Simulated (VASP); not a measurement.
# SiC (Moissanite) (P6_3mc) in VASP: a series of runs

The runs below take SiC (Moissanite) through relaxation of cell and atoms, with PBE, PBEsol.

All numbers are computed with VASP 6.6.1; they aren't measurements. Logs are shortened: lines on timing, memory, paths and dates and some standing lists are left out, and cuts for length are marked.

### 1 The cell of the first run

Symmetry: P6_3mc, No. 186, hexagonal system. The conventional cell has a = 3.076 Å, b = 3.076 Å, c = 5.048 Å, α = 90.00°, β = 90.00°, γ = 120.00°. Si (site symmetry 3m) has 4 C at 1.87 to 1.94 Å within 2.5 Å. C (site symmetry 3m) has 4 Si at 1.87 to 1.94 Å within 2.5 Å.

### 2 Relaxation of cell and atoms, PBE

The input, INCAR:

```
ALGO = Normal
EDIFF = 1E-7
EDIFFG = -0.01
ENCUT = 600
GGA = PE
IBRION = 2
ISIF = 3
ISMEAR = -1
LASPH = T
LCHARG = F
LREAL = F
LWAVE = F
NELM = 80
NSW = 80
PREC = Accurate
SIGMA = 0.02
```

The input, KPOINTS:

```
k-points
0
Gamma
  12 12 6
```

The input, POSCAR:

```
SiC
1.0
    3.0760000000      0.0000000000      0.0000000000
   -1.5380000000      2.6638941400      0.0000000000
    0.0000000000      0.0000000000      5.0480000000
Si C
2 2
Direct
    0.3333333300      0.6666666700      0.0000000000
    0.6666666700      0.3333333300      0.5000000000
    0.3333333300      0.6666666700      0.3850000000
    0.6666666700      0.3333333300      0.8850000000
```

Potentials or basis: VASP PAW PBE potentials, release 64 (Si, C).

On the command line:

```bash
cat potpaw_PBE.64/Si/POTCAR potpaw_PBE.64/C/POTCAR > POTCAR
mpirun -np 1 vasp_std > vasp.out
```

OUTCAR:

```text
EDIFF = 1E-7
   EDIFFG = -0.01
   ENCUT = 600
   GGA = PE
   IBRION = 2
   ISIF = 3
   ISMEAR = -1
   LASPH = T
   LREAL = F
   NELM = 80
   NSW = 80
   PREC = Accurate

 ion  position               nearest neighbor table
   1  0.333  0.667  0.000-   4 1.87   4 1.87   4 1.87   3 1.94   2 3.09   2 3.09   2 3.09   2 3.09
                             2 3.09   2 3.09
   2  0.667  0.333  0.500-   3 1.87   3 1.87   3 1.87   4 1.94   1 3.09   1 3.09   1 3.09   1 3.09
                             1 3.09   1 3.09
   3  0.333  0.667  0.385-   2 1.87   2 1.87   2 1.87   1 1.94
   4  0.667  0.333  0.885-   1 1.87   1 1.87   1 1.87   2 1.94

  LATTYP: Found a hexagonal cell.
 ALAT       =     3.0760000000
 C/A-ratio  =     1.6410923277

  Lattice vectors:

 A1 = (   3.0760000000,   0.0000000000,   0.0000000000)
 A2 = (  -1.5380000000,   2.6638941400,   0.0000000000)
 A3 = (   0.0000000000,   0.0000000000,   5.0480000000)

Analysis of symmetry for initial positions (statically):
=====================================================================
 Subroutine PRICEL returns:
 Original cell was already a primitive cell.

 Routine SETGRP: Setting up the symmetry group for a
 hexagonal supercell.

 Subroutine GETGRP returns: Found 12 space group operations
 (whereof  6 operations were pure point group operations)
 out of a pool of 24 trial point group operations.

The static configuration has the point symmetry C_3v.
 The point group associated with its full space group is C_6v.

Analysis of symmetry for dynamics (positions and initial velocities):
=====================================================================
 Subroutine PRICEL returns:
 Original cell was already a primitive cell.

 Routine SETGRP: Setting up the symmetry group for a
 hexagonal supercell.

 Subroutine GETGRP returns: Found 12 space group operations
 (whereof  6 operations were pure point group operations)
 out of a pool of 24 trial point group operations.

The dynamic configuration has the point symmetry C_3v.
 The point group associated with its full space group is C_6v.

 Subroutine INISYM returns: Found 12 space group operations
 (whereof  6 operations are pure point group operations),
 and found     1 'primitive' translations

----------------------------------------------------------------------------------------

                                     Primitive cell

  volume of cell :      41.3640

  direct lattice vectors                    reciprocal lattice vectors
     3.076000000  0.000000000  0.000000000     0.325097529  0.187695146  0.000000000
    -1.538000000  2.663894140  0.000000000     0.000000000  0.375390292  0.000000000
     0.000000000  0.000000000  5.048000000     0.000000000  0.000000000  0.198098257

  length of vectors
     3.076000000  3.075999998  5.048000000     0.375390292  0.375390292  0.198098257

  position of ions in fractional coordinates (direct lattice)
     0.333333330  0.666666670  0.000000000
     0.666666670  0.333333330  0.500000000
     0.333333330  0.666666670  0.385000000
     0.666666670  0.333333330  0.885000000

  ion indices of the primitive-cell ions
   primitive index   ion index
                 1           1
                 2           2
                 3           3
                 4           4

----------------------------------------------------------------------------------------

 KPOINTS: k-points

Automatic generation of k-mesh.
 Grid dimensions read from file:
 generate k-points for:   12   12    6

 Generating k-lattice:

  Cartesian coordinates                     Fractional coordinates (reciprocal lattice)
     0.027091461  0.015641262  0.000000000     0.083333333  0.000000000  0.000000000
     0.000000000  0.031282524  0.000000000     0.000000000  0.083333333  0.000000000
     0.000000000  0.000000000  0.033016376     0.000000000  0.000000000  0.166666667

  Length of vectors
     0.031282524  0.031282524  0.033016376

  Shift w.r.t. Gamma in fractional coordinates (k-lattice)
     0.000000000  0.000000000  0.000000000

 Subroutine IBZKPT returns following result:
 ===========================================

 Found     76 irreducible k-points:

 Following reciprocal coordinates:
            Coordinates               Weight
  0.000000  0.000000  0.000000      1.000000
  0.083333 -0.000000  0.000000      6.000000
  0.166667 -0.000000  0.000000      6.000000
  0.250000  0.000000  0.000000      6.000000
  0.333333  0.000000  0.000000      6.000000
  0.416667 -0.000000  0.000000      6.000000
[... 16 lines left out ...]
  0.250000  0.000000  0.166667     12.000000
  0.333333  0.000000  0.166667     12.000000
 [... further k-points ...]
   k-points           NKPTS =     76   k-points in BZ     NKDIM =     76   number of bands    NBANDS=     12
   number of dos      NEDOS =    301   number of ions     NIONS =      4
   total plane-waves  NPLWV =  31360
   dimension x,y,z NGX =    28 NGY =   28 NGZ =   40
   dimension x,y,z NGXF=    56 NGYF=   56 NGZF=   80
   ions per type =               2   2
   NGX,Y,Z   is equivalent  to a cutoff of  15.13, 15.13, 13.17 a.u.
   NGXF,Y,Z  is equivalent  to a cutoff of  30.27, 30.27, 26.35 a.u.
 SYSTEM =  unknown system
   PREC   = accura    normal or accurate (medium, high low for compatibility)
   ISTART =      0    job   : 0-new  1-cont  2-samecut
   ICHARG =      2    charge: 1-file 2-atom 10-const
   ISPIN  =      1    spin polarized calculation?
   LNONCOLLINEAR =      F non collinear calculations
   LSORBIT =      F    spin-orbit coupling
   LASPH  =      T    aspherical Exc in radial PAW
   ENCUT  =  600.0 eV  44.10 Ry    6.64 a.u.   6.14  6.14 10.08*2*pi/ulx,y,z
   NELM   =     80;   NELMIN=  2; NELMDL= -5     # of ELM steps
   EDIFF  = 0.1E-06   stopping-criterion for ELM
   LREAL  =      F    real-space projection
   EDIFFG = -.1E-01   stopping-criterion for IOM
   NSW    =     80    number of steps for IOM
   IBRION =      2    ionic relax: 0-MD 1-quasi-New 2-CG
   NFREE  =      1    steps in history (QN), initial steepest desc. (CG)
   ISIF   =      3    stress and relaxation
   ISYM   =      2    0-nonsym 1-usesym 2-fastsym
   POTIM  = 0.5000    time-step for ionic-motion
   TEBEG  =    0.0;   TEEND  =   0.0 temperature during run
   PSTRESS=    0.0 pullay stress
   NELECT =      16.0000    total number of electrons
   NUPDOWN=      -1.0000    fix difference up-down
   EMIN   =  10.00;   EMAX   =-10.00  energy-range for DOS
   EFERMI =   0.00;   METHOD = LEGACY
   ISMEAR =    -1;   SIGMA  =   0.02  broadening in eV -4-tet -1-fermi 0-gaus
   EFERMI_NEDOS =   21; number of points for ismear=-14 and -15
   IALGO  =     38    algorithm
   IMIX   =      4    mixing-type and parameters
     AMIX     =   0.40;   BMIX     =  1.00
     AMIX_MAG =   1.60;   BMIX_MAG =  1.00
  volume/ion in A,a.u.               =      10.34        69.78
  Fermi-wavevector in a.u.,A,eV,Ry     =   1.192817  2.254098 19.358549  1.422813
  Thomas-Fermi vector in A             =   2.328847
   LORBIT       =      0    0 simple, 1 ext, 2 COOP (PROOUT), +10 PAW based schemes
   GGA     = PE    functional components
   LHFCALC =     F    Hartree Fock is set to
   AEXX    =    0.0000 exact exchange contribution
   IVDW    =     0    specifies the selected vdW correction
   LEPSILON=     F    determine dielectric tensor
   LRPA    =     F    only Hartree local field effects (RPA)
 conjugate gradient relaxation of ions
 non-spin polarized calculation
  energy-cutoff  :      600.00
  volume of cell :       41.36
 maximum number of plane-waves:      1404
 NGX is ok and might be reduce to    28
   NGX = 13   NGY = 13   NGZ = 21

--------------------------------------- Ionic step        1  -------------------------------------------

 number of electron      16.0000001 magnetization

 Free energy of the ion-electron system (eV)
  ---------------------------------------------------
  ext. energy  EPLUGINS =         0.00000000
  ---------------------------------------------------
  free energy    TOTEN  =       -30.07016324 eV

  energy without entropy =      -30.07016324  energy(sigma->0) =      -30.07016324

------------------------ aborting loop because EDIFF is reached ----------------------------------------

  FORCE on cell =-STRESS in cart. coord.  units (eV):
  Direction    XX          YY          ZZ          XY          YZ          ZX
  --------------------------------------------------------------------------------------
  -------------------------------------------------------------------------------------
  Total        1.3197806      1.3197806      0.0703134      0.0000000      0.0000000      0.0000000
  in kB       51.1198636     51.1198635      2.7234909      0.0000000      0.0000000      0.0000000
  external PRESSURE =      34.9877394 kB  Pullay stress =       0.0000000 kB
[... 213 lines left out ...]
  energy  without entropy=      -30.1123845870  energy(sigma->0) =      -30.11238459

--------------------------------------- Ionic step        7  -------------------------------------------

 number of electron      16.0000000 magnetization

 Free energy of the ion-electron system (eV)
  ---------------------------------------------------
  ext. energy  EPLUGINS =         0.00000000
  ---------------------------------------------------
  free energy    TOTEN  =       -30.11239342 eV

  energy without entropy =      -30.11239342  energy(sigma->0) =      -30.11239342

 E-fermi :   8.4847     XC(G=0): -11.2861

 val. band max:        8.0925672246   @ k =   0.0000   0.0000   0.0000
 cond. band min:      10.3948764769   @ k =   0.3333   0.3333   0.0000
 fundamental gap:      2.3023092524
 Fermi energy:         8.4847391218

 k-point     1 :       0.0000    0.0000    0.0000
  band No.  band energies     occupation
      1      -7.3591      2.00000
      2      -3.8474      2.00000
      3      -0.5204      2.00000
      4       6.7830      2.00000
      5       6.7830      2.00000
      6       7.9822      2.00000
      7       8.0926      2.00000
      8       8.0926      2.00000
      9      12.7738      0.00000
     10      14.1453      0.00000
     11      14.6724      0.00000
     12      14.6724      0.00000
[... 331 lines left out ...]
 k-point    24 :       0.3333    0.0000    0.1667
  band No.  band energies     occupation
      1      -5.4076      2.00000
      2      -2.8899      2.00000
      3       0.8076      2.00000
      4       2.5136      2.00000
      5       3.3371      2.00000
      6       5.2697      2.00000
      7       6.5024      2.00000
      8       6.9944      2.00000
      9      11.4450      0.00000
     10      12.5517      0.00000
     11      14.8265      0.00000
     12      15.8564      0.00000

 [... further k-points ...]
[... 5 lines left out ...]
  --------------------------------------------------------------------------------------
  -------------------------------------------------------------------------------------
  Total        0.0000649      0.0000649     -0.0005462      0.0000000      0.0000000      0.0000000
  in kB        0.0024783      0.0024783     -0.0208483      0.0000000      0.0000000      0.0000000
  external PRESSURE =      -0.0052973 kB  Pullay stress =       0.0000000 kB
[... 19 lines left out ...]
  FREE ENERGIE OF THE ION-ELECTRON SYSTEM (eV)
  ---------------------------------------------------
  free  energy   TOTEN  =       -30.1123934157 eV

  energy  without entropy=      -30.1123934157  energy(sigma->0) =      -30.11239342

 reached required accuracy - stopping structural energy minimisation
```

Run time: 1.8 min. Hardware: 1 thread of Intel Xeon Platinum 8375C at 2.90GHz (Ice Lake), shared host; peak memory 0.19 GiB.

Results:

```yaml
Free_energy: -30.1124 eV
Relaxed_volume: 10.49 Å³/atom
Relaxed_cell: a = 3.091 Å, b = 3.091 Å, c = 5.073 Å, α = 90.00°, β = 90.00°, γ = 120.00°
Space_group_after_relaxing_to_0.05_Å: P6_3mc (No. 186)
Energy_gained_by_relaxing: 10.6 meV/atom
Ionic_steps: 7
Pressure_after_relaxing: 0.0 GPa
Band_gap_on_the_k_mesh: 2.30 eV, indirect (least direct gap 3.94 eV)
```

The path:
```csv
step,energy change (eV),largest force (eV/Å),pressure (GPa),volume (Å³)
1,0.0000,0.7525,3.50,41.36
2,-0.0031,0.6270,-3.42,42.73
3,-0.0391,0.0837,-0.45,42.06
4,-0.0422,0.0253,0.06,41.97
5,-0.0422,0.0122,0.00,41.98
6,-0.0422,0.0112,0.00,41.98
7,-0.0422,0.0003,0.00,41.98
```

Final structure:
```
CELL_PARAMETERS angstrom
3.09107 0.00000 0.00000
-1.54554 2.67695 0.00000
0.00000 0.00000 5.07300
ATOMIC_POSITIONS crystal
Si 0.33333 0.66667 0.00458
Si 0.66667 0.33333 0.50458
C 0.33333 0.66667 0.38042
C 0.66667 0.33333 0.88042
```

### 3 Relaxation of cell and atoms, PBEsol

The input, INCAR:

```
PREC = Accurate ; ENCUT = 600
EDIFF = 1E-6 ; ISMEAR = -1
SIGMA = 0.02 ; LREAL = F
LASPH = T ; NELM = 60
ALGO = Normal ; ISIF = 3
LWAVE = F ; LCHARG = F
GGA = PS ; IBRION = 2
NSW = 80 ; EDIFFG = -0.01
```

The input, KPOINTS:

```
regular mesh
0
Gamma
  12 12 6
```

POSCAR is that of step 2.

Potentials or basis: VASP PAW PBE potentials, release 64 (Si, C).

On the command line:

```bash
cat potpaw_PBE.64/Si/POTCAR potpaw_PBE.64/C/POTCAR > POTCAR
mpirun -np 1 vasp_std > vasp.out
```

OUTCAR:

```text
PREC = Accurate
   ENCUT = 600
   EDIFF = 1E-6
   ISMEAR = -1
   LREAL = F
   LASPH = T
   NELM = 60
   ISIF = 3
   GGA = PS
   IBRION = 2
   NSW = 80
   EDIFFG = -0.01

 ion  position               nearest neighbor table
   1  0.333  0.667  0.000-   4 1.87   4 1.87   4 1.87   3 1.94   2 3.09   2 3.09   2 3.09   2 3.09
                             2 3.09   2 3.09
   2  0.667  0.333  0.500-   3 1.87   3 1.87   3 1.87   4 1.94   1 3.09   1 3.09   1 3.09   1 3.09
                             1 3.09   1 3.09
   3  0.333  0.667  0.385-   2 1.87   2 1.87   2 1.87   1 1.94
   4  0.667  0.333  0.885-   1 1.87   1 1.87   1 1.87   2 1.94

  LATTYP: Found a hexagonal cell.
 ALAT       =     3.0760000000
 C/A-ratio  =     1.6410923277

  Lattice vectors:

 A1 = (   3.0760000000,   0.0000000000,   0.0000000000)
 A2 = (  -1.5380000000,   2.6638941400,   0.0000000000)
 A3 = (   0.0000000000,   0.0000000000,   5.0480000000)

[... 424 lines left out ...]
 Fermi energy:         8.6377153557

 k-point     1 :       0.0000    0.0000    0.0000
  band No.  band energies     occupation
      1      -7.3848      2.00000
      2      -3.7842      2.00000
      3      -0.5597      2.00000
      4       6.8758      2.00000
      5       6.8758      2.00000
      6       8.0847      2.00000
      7       8.1975      2.00000
      8       8.1975      2.00000
      9      12.9304      0.00000
     10      14.3391      0.00000
     11      14.7868      0.00000
     12      14.7868      0.00000
[... 331 lines left out ...]
 k-point    24 :       0.3333    0.0000    0.1667
  band No.  band energies     occupation
      1      -5.3993      2.00000
      2      -2.8166      2.00000
      3       0.8437      2.00000
      4       2.5049      2.00000
      5       3.4047      2.00000
      6       5.3297      2.00000
      7       6.5776      2.00000
      8       7.0889      2.00000
      9      11.4693      0.00000
     10      12.5737      0.00000
     11      14.9457      0.00000
     12      15.9533      0.00000

 [... further k-points ...]
[... 5 lines left out ...]
  --------------------------------------------------------------------------------------
  -------------------------------------------------------------------------------------
  Total        0.0013289      0.0013289     -0.0034361      0.0000000     -0.0000000      0.0000000
  in kB        0.0514270      0.0514270     -0.1329720      0.0000000     -0.0000000      0.0000000
  external PRESSURE =      -0.0100393 kB  Pullay stress =       0.0000000 kB
[... 19 lines left out ...]
  FREE ENERGIE OF THE ION-ELECTRON SYSTEM (eV)
  ---------------------------------------------------
  free  energy   TOTEN  =       -31.8245133969 eV

  energy  without entropy=      -31.8245133969  energy(sigma->0) =      -31.82451340

 reached required accuracy - stopping structural energy minimisation
```

Wall time 96 s (1 thread of Intel Xeon Platinum 8375C at 2.90GHz (Ice Lake), shared host); peak memory 0.2 GiB.

Results:

```yaml
Free_energy: -31.8245 eV
Relaxed_volume: 10.35 Å³/atom
Relaxed_cell: a = 3.077 Å, b = 3.077 Å, c = 5.050 Å, α = 90.00°, β = 90.00°, γ = 120.00°
Space_group_after_relaxing_to_0.05_Å: P6_3mc (No. 186)
Energy_gained_by_relaxing: 9.0 meV/atom
Ionic_steps: 7
Pressure_after_relaxing: 0.0 GPa
Band_gap_on_the_k_mesh: 2.12 eV, indirect (least direct gap 3.85 eV)
```

The path:
```
step  energy change (eV)  largest force (eV/Å)  pressure (GPa)  volume (Å³)
   1              0.0000                0.7509            0.48        41.36
   2             -0.0027                0.6809           -0.53        41.55
   3             -0.0330                0.0717           -0.34        41.46
   4             -0.0360                0.0152            0.27        41.35
   5             -0.0361                0.0040            0.19        41.37
   6             -0.0361                0.0050           -0.15        41.43
   7             -0.0361                0.0011            0.00        41.40
```

Final structure:
```cif
data_structure
_symmetry_space_group_name_H-M 'P 1'
_symmetry_Int_Tables_number 1
_cell_length_a 3.0769
_cell_length_b 3.0769
_cell_length_c 5.0495
_cell_angle_alpha 90.000
_cell_angle_beta 90.000
_cell_angle_gamma 120.000
_cell_volume 41.40
loop_
_atom_site_label
_atom_site_type_symbol
_atom_site_fract_x
_atom_site_fract_y
_atom_site_fract_z
_atom_site_occupancy
Si1 Si 0.33333 0.66667 0.00459 1
Si2 Si 0.66667 0.33333 0.50459 1
C1 C 0.33333 0.66667 0.38041 1
C2 C 0.66667 0.33333 0.88041 1
```

Caveat: the PAW data sets were made with another functional, which shifts forces and pressure a little. A k mesh can miss the band edges.
